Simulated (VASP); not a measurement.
# TiCo3 (Pm-3m) in VASP: single point with PBEsol

Aim: the single point of TiCo3 with PBEsol.

Program: VASP 6.6.1. These are calculated values, not measurements. Logs are shortened: lines on timing, memory, paths and dates and some standing lists are left out, and cuts for length are marked.

**1. The cell of the first run**

It takes space group Pm-3m (No. 221, cubic). Conventional cell: a = 3.605 Å, b = 3.605 Å, c = 3.605 Å, α = 90.00°, β = 90.00°, γ = 90.00°. Within 3.4 Å of Ti (site symmetry m-3m) lie 12 Co at 2.55 Å. Co (site symmetry 4/mmm) has 4 Ti at 2.55 Å and 8 Co at 2.55 Å within 3.4 Å.

**2. Single point, PBEsol, collinear spin, ferrimagnetic start**

File INCAR:

```
ALGO = Fast
EDIFF = 1E-7
ENCUT = 520
GGA = PS
ISIF = 2
ISMEAR = 0
ISPIN = 2
LASPH = True
LCHARG = False
LMAXMIX = 4
LORBIT = 11
LREAL = False
LWAVE = False
MAGMOM = -0.43 1.22 1.22 1.22
NBANDS = 32
NELM = 150
PREC = Accurate
SIGMA = 0.1
```

File KPOINTS:

```
k-points
0
Gamma
  12 12 12
```

File POSCAR:

```
TiCo3
1.0
    3.6047343864      0.0000000000      0.0000000000
    0.0000000000      3.6047343864      0.0000000000
    0.0000000000      0.0000000000      3.6047343864
Ti Co
1 3
Direct
    0.0000000000      0.0000000000      0.0000000000
    0.0000000000      0.5000000000      0.5000000000
    0.5000000000      0.0000000000      0.5000000000
    0.5000000000      0.5000000000      0.0000000000
```

Potentials or basis: VASP PAW PBE potentials, release 64 (Ti_sv, Co).

Run with:

```sh
$ cat potpaw_PBE.64/Ti_sv/POTCAR potpaw_PBE.64/Co/POTCAR > POTCAR
$ mpirun -np 1 vasp_std > vasp.out
```

OUTCAR:

```text
EDIFF = 1E-7
   ENCUT = 520
   GGA = PS
   ISIF = 2
   ISMEAR = 0
   ISPIN = 2
   LASPH = True
   LORBIT = 11
   LREAL = False
   NELM = 150
   PREC = Accurate

 ion  position               nearest neighbor table
   1  0.000  0.000  0.000-   2 2.55   3 2.55   4 2.55   2 2.55   3 2.55   2 2.55   4 2.55   2 2.55
                             3 2.55   4 2.55   3 2.55   4 2.55
   2  0.000  0.500  0.500-   1 2.55   3 2.55   4 2.55   1 2.55   4 2.55   1 2.55   3 2.55   1 2.55
                             3 2.55   4 2.55   4 2.55   3 2.55
   3  0.500  0.000  0.500-   1 2.55   2 2.55   4 2.55   1 2.55   4 2.55   2 2.55   4 2.55   4 2.55
                             1 2.55   2 2.55   1 2.55   2 2.55
   4  0.500  0.500  0.000-   1 2.55   2 2.55   3 2.55   2 2.55   3 2.55   1 2.55   3 2.55   3 2.55
                             1 2.55   2 2.55   2 2.55   1 2.55

  LATTYP: Found a simple cubic cell.
 ALAT       =     3.6047343864

  Lattice vectors:

 A1 = (   3.6047343864,   0.0000000000,   0.0000000000)
 A2 = (   0.0000000000,   3.6047343864,   0.0000000000)
 A3 = (   0.0000000000,   0.0000000000,   3.6047343864)

Analysis of symmetry for initial positions (statically):
=====================================================================
 Subroutine PRICEL returns:
 Original cell was already a primitive cell.

 Routine SETGRP: Setting up the symmetry group for a
 simple cubic supercell.

 Subroutine GETGRP returns: Found 48 space group operations
 (whereof 48 operations were pure point group operations)
 out of a pool of 48 trial point group operations.

The static configuration has the point symmetry O_h .

Analysis of symmetry for dynamics (positions and initial velocities):
=====================================================================
 Subroutine PRICEL returns:
 Original cell was already a primitive cell.

 Routine SETGRP: Setting up the symmetry group for a
 simple cubic supercell.

 Subroutine GETGRP returns: Found 48 space group operations
 (whereof 48 operations were pure point group operations)
 out of a pool of 48 trial point group operations.

The dynamic configuration has the point symmetry O_h .

Analysis of structural, dynamic, and magnetic symmetry:
=====================================================================
 Subroutine PRICEL returns:
 Original cell was already a primitive cell.

 Routine SETGRP: Setting up the symmetry group for a
 simple cubic supercell.

 Subroutine GETGRP returns: Found 48 space group operations
 (whereof 48 operations were pure point group operations)
 out of a pool of 48 trial point group operations.

The overall configuration has the point symmetry O_h .

 Subroutine INISYM returns: Found 48 space group operations
 (whereof 48 operations are pure point group operations),
 and found     1 'primitive' translations

----------------------------------------------------------------------------------------

                                     Primitive cell

  volume of cell :      46.8403

  direct lattice vectors                    reciprocal lattice vectors
     3.604734386  0.000000000  0.000000000     0.277412950  0.000000000  0.000000000
     0.000000000  3.604734386  0.000000000     0.000000000  0.277412950  0.000000000
     0.000000000  0.000000000  3.604734386     0.000000000  0.000000000  0.277412950

  length of vectors
     3.604734386  3.604734386  3.604734386     0.277412950  0.277412950  0.277412950

  position of ions in fractional coordinates (direct lattice)
     0.000000000  0.000000000  0.000000000
     0.000000000  0.500000000  0.500000000
     0.500000000  0.000000000  0.500000000
     0.500000000  0.500000000  0.000000000

  ion indices of the primitive-cell ions
   primitive index   ion index
                 1           1
                 2           2
                 3           3
                 4           4

----------------------------------------------------------------------------------------

 KPOINTS: k-points

Automatic generation of k-mesh.
 Grid dimensions read from file:
[... 22 lines left out ...]
  0.000000  0.000000  0.000000      1.000000
  0.083333  0.000000  0.000000      6.000000
  0.166667  0.000000  0.000000      6.000000
  0.250000  0.000000  0.000000      6.000000
  0.333333  0.000000  0.000000      6.000000
  0.416667  0.000000  0.000000      6.000000
[... 16 lines left out ...]
  0.333333  0.333333  0.000000     12.000000
  0.416667  0.333333  0.000000     24.000000
 [... further k-points ...]
   k-points           NKPTS =     84   k-points in BZ     NKDIM =     84   number of bands    NBANDS=     32
   number of dos      NEDOS =    301   number of ions     NIONS =      4
   total plane-waves  NPLWV =  21952
   dimension x,y,z NGX =    28 NGY =   28 NGZ =   28
   dimension x,y,z NGXF=    56 NGYF=   56 NGZF=   56
   ions per type =               1   3
   NGX,Y,Z   is equivalent  to a cutoff of  12.91, 12.91, 12.91 a.u.
   NGXF,Y,Z  is equivalent  to a cutoff of  25.83, 25.83, 25.83 a.u.
 SYSTEM =  unknown system
   PREC   = accura    normal or accurate (medium, high low for compatibility)
   ISTART =      0    job   : 0-new  1-cont  2-samecut
   ICHARG =      2    charge: 1-file 2-atom 10-const
   ISPIN  =      2    spin polarized calculation?
   LNONCOLLINEAR =      F non collinear calculations
   LSORBIT =      F    spin-orbit coupling
   LASPH  =      T    aspherical Exc in radial PAW
   ENCUT  =  520.0 eV  38.22 Ry    6.18 a.u.   6.70  6.70  6.70*2*pi/ulx,y,z
   NELM   =    150;   NELMIN=  2; NELMDL= -5     # of ELM steps
   EDIFF  = 0.1E-06   stopping-criterion for ELM
   LREAL  =      F    real-space projection
   EDIFFG = 0.1E-05   stopping-criterion for IOM
   NSW    =      0    number of steps for IOM
   IBRION =     -1    ionic relax: 0-MD 1-quasi-New 2-CG
   NFREE  =      0    steps in history (QN), initial steepest desc. (CG)
   ISIF   =      2    stress and relaxation
   ISYM   =      2    0-nonsym 1-usesym 2-fastsym
   POTIM  = 0.5000    time-step for ionic-motion
   TEBEG  =    0.0;   TEEND  =   0.0 temperature during run
   PSTRESS=    0.0 pullay stress
   NELECT =      39.0000    total number of electrons
   NUPDOWN=      -1.0000    fix difference up-down
   EMIN   =  10.00;   EMAX   =-10.00  energy-range for DOS
   EFERMI =   0.00;   METHOD = LEGACY
   ISMEAR =     0;   SIGMA  =   0.10  broadening in eV -4-tet -1-fermi 0-gaus
   EFERMI_NEDOS =   21; number of points for ismear=-14 and -15
   IALGO  =     68    algorithm
   IMIX   =      4    mixing-type and parameters
     AMIX     =   0.40;   BMIX     =  1.00
     AMIX_MAG =   1.60;   BMIX_MAG =  1.00
  volume/ion in A,a.u.               =      11.71        79.02
  Fermi-wavevector in a.u.,A,eV,Ry     =   1.540127  2.910417 32.272884  2.371990
  Thomas-Fermi vector in A             =   2.646258
   LORBIT       =     11    0 simple, 1 ext, 2 COOP (PROOUT), +10 PAW based schemes
   GGA     = PS    functional components
   LHFCALC =     F    Hartree Fock is set to
   AEXX    =    0.0000 exact exchange contribution
   IVDW    =     0    specifies the selected vdW correction
   LEPSILON=     F    determine dielectric tensor
   LRPA    =     F    only Hartree local field effects (RPA)
 spin polarized calculation
 RMM-DIIS sequential band-by-band and
 Gauss-broadening in eV      SIGMA  =   0.10
  energy-cutoff  :      520.00
  volume of cell :       46.84
 maximum number of plane-waves:      1328
 NGX is ok and might be reduce to    28
   NGX = 13   NGY = 13   NGZ = 13

 number of electron      39.0000038 magnetization      -0.0332002

 number of electron      39.0000038 magnetization       0.0015547

 Free energy of the ion-electron system (eV)
  ---------------------------------------------------
  ext. energy  EPLUGINS =         0.00000000
  ---------------------------------------------------
  free energy    TOTEN  =       -32.57846837 eV

  energy without entropy =      -32.54687194  energy(sigma->0) =      -32.56267016

 E-fermi :   9.7447     XC(G=0): -13.2991

 val. band max:        9.7376496933   @ k =   0.5000   0.3333   0.0833
 cond. band min:       9.7453799867   @ k =   0.3333   0.0833   0.0833
 fundamental gap:      0.0077302934
 Fermi energy:         9.7447431880

 spin component 1

 k-point     1 :       0.0000    0.0000    0.0000
  band No.  band energies     occupation
      1     -46.5023      1.00000
      2     -22.8492      1.00000
      3     -22.8492      1.00000
      4     -22.8492      1.00000
      5       1.8834      1.00000
      6       5.6341      1.00000
[... 805 lines left out ...]
     30      21.4904      0.00000
     31      21.9474      0.00000

 [... further k-points ...]

 spin component 2

 k-point     1 :       0.0000    0.0000    0.0000
  band No.  band energies     occupation
      1     -46.5025      1.00000
      2     -22.8493      1.00000
      3     -22.8493      1.00000
      4     -22.8493      1.00000
      5       1.8834      1.00000
      6       5.6344      1.00000
[... 805 lines left out ...]
     30      21.4656      0.00000
     31      21.9474      0.00000

 [... further k-points ...]

 [bands above 31 left out]

------------------------ aborting loop because EDIFF is reached ----------------------------------------

  FORCE on cell =-STRESS in cart. coord.  units (eV):
  Direction    XX          YY          ZZ          XY          YZ          ZX
  --------------------------------------------------------------------------------------
  -------------------------------------------------------------------------------------
  Total       -4.1262030     -4.1262030     -4.1262030     -0.0000000     -0.0000000      0.0000000
  in kB     -141.1371561   -141.1371561   -141.1371561     -0.0000000     -0.0000000      0.0000000
  external PRESSURE =    -141.1371561 kB  Pullay stress =       0.0000000 kB

 VOLUME and BASIS-vectors are now :
 -----------------------------------------------------------------------------
  energy-cutoff  :      520.00
  volume of cell :       46.84
      direct lattice vectors                 reciprocal lattice vectors
     3.604734386  0.000000000  0.000000000     0.277412950  0.000000000  0.000000000
     0.000000000  3.604734386  0.000000000     0.000000000  0.277412950  0.000000000
     0.000000000  0.000000000  3.604734386     0.000000000  0.000000000  0.277412950

 POSITION                                       TOTAL-FORCE (eV/Angst)
 -----------------------------------------------------------------------------------
      0.00000      0.00000      0.00000         0.000000      0.000000      0.000000
      0.00000      1.80237      1.80237         0.000000      0.000000      0.000000
      1.80237      0.00000      1.80237         0.000000      0.000000      0.000000
      1.80237      1.80237      0.00000         0.000000      0.000000      0.000000
 -----------------------------------------------------------------------------------
    total drift:                                0.000000      0.000000      0.000000

  FREE ENERGIE OF THE ION-ELECTRON SYSTEM (eV)
  ---------------------------------------------------
  free  energy   TOTEN  =       -32.5784683744 eV

  energy  without entropy=      -32.5468719437  energy(sigma->0) =      -32.56267016

 total charge

# of ion       s       p       d       tot
------------------------------------------
    1        2.264   6.189   1.920  10.373
    2        0.501   0.495   7.313   8.309
    3        0.501   0.495   7.313   8.309
    4        0.501   0.495   7.313   8.309
--------------------------------------------------
tot          3.766   7.675  23.858  35.299

 magnetization (x)

# of ion       s       p       d       tot
------------------------------------------
    1       -0.000  -0.000  -0.000  -0.000
    2       -0.000  -0.000   0.001   0.001
    3       -0.000  -0.000   0.001   0.001
    4       -0.000  -0.000   0.001   0.001
--------------------------------------------------
tot         -0.000  -0.000   0.002   0.002
```

It took 9.8 min on 1 thread of Intel Xeon Platinum 8259CL at 2.50GHz (Skylake/Cascade Lake), shared host; peak memory 0.31 GiB.

What came out:

| Item | Value |
| --- | --- |
| Free energy | -32.5785 eV |
| Pressure | -14.1 GPa |
| Net moment | 0.00 μB per cell |
| Valence electrons inside the program's atomic spheres | Ti 10.37; Co 8.31 |

Caveat: the cell stands under tension; the moments typed at the start vanished in this run; the PAW data sets were made with another functional, which shifts forces and pressure a little.
